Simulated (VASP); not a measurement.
Crystal: Na2H5.

```
Na H
1.0
    -3.52077    3.52077    2.77658
     3.52077   -3.52077    2.77658
     3.52077    3.52077   -2.77658
Na H
2 5
Direct
  0.75000 0.25000 0.50000
  0.25000 0.75000 0.50000
  0.80138 0.04487 0.84625
  0.19862 0.95513 0.15375
  0.04487 0.19862 0.24349
  0.95513 0.80138 0.75651
  0.00000 0.00000 0.00000
```

The cell was generated, and may not be a known phase.

```yaml
Program: VASP 6.6.1
Task: relaxation of cell and atoms
Functional: PBE
Potentials_or_basis: VASP PAW PBE potentials, release 64 (Na_pv, H)
Cutoff: 600 eV
k_mesh: 4 × 4 × 4
Occupations: gaussian, width 0.1 eV
Spin: no spin polarisation
```

At the start: pressure -2.9 GPa; volume 19.67 Å³/atom.

Question: How do energy, volume and symmetry change on relaxing?

Answer: Over 17 steps the energy falls by 186.1 meV/atom and the volume is 14.58 Å³/atom (-25.9 %); space group I4/m (No. 87, to 0.1 Å) before and after.

Step by step:
```csv
step,energy change (eV),largest force (eV/Å),pressure (GPa),volume (Å³)
1,0.0000,0.3109,-2.94,137.67
2,-0.3454,0.2418,-2.50,130.51
3,-0.8926,0.1454,-1.27,115.77
4,-0.9368,0.6444,4.13,87.48
5,-1.1052,0.2964,1.32,99.77
6,-1.1065,0.2960,1.22,100.51
7,-1.1704,0.2528,0.77,102.32
8,-1.2578,0.1096,-0.53,107.52
9,-1.2589,0.1024,-0.64,108.01
10,-1.2750,0.0912,-0.41,105.71
11,-1.2935,0.0540,0.17,100.61
12,-1.2939,0.0445,0.32,99.62
13,-1.2970,0.0432,0.10,100.37
14,-1.2971,0.0507,0.05,100.54
15,-1.2993,0.0404,-0.03,101.08
16,-1.3011,0.0301,-0.16,102.14
17,-1.3026,0.0275,-0.08,102.06
```

Final structure:
```xyz
7
Lattice="-2.7481 2.7481 3.3786 2.7481 -2.7481 3.3786 2.7481 2.7481 -3.3786" Properties=species:S:1:pos:R:3 pbc="T T T"
Na    0.0000    2.7481    1.6893
Na    2.7481    0.0000    1.6893
H     0.1011    4.2519    0.0000
H     2.6469   -1.5039    3.3786
H     1.2442    0.1011    0.0000
H     1.5039    2.6469    3.3786
H     0.0000    0.0000    0.0000
```

Caveat: the k points lie up to 0.37 Å⁻¹ apart in the final cell, too coarse for converged energies and pressures of a metal; the volume moved by over 15 % at a fixed basis, so the end points are rough; an odd number of electrons without spin polarisation forces a metal; a magnetic or distorted state may lie lower.
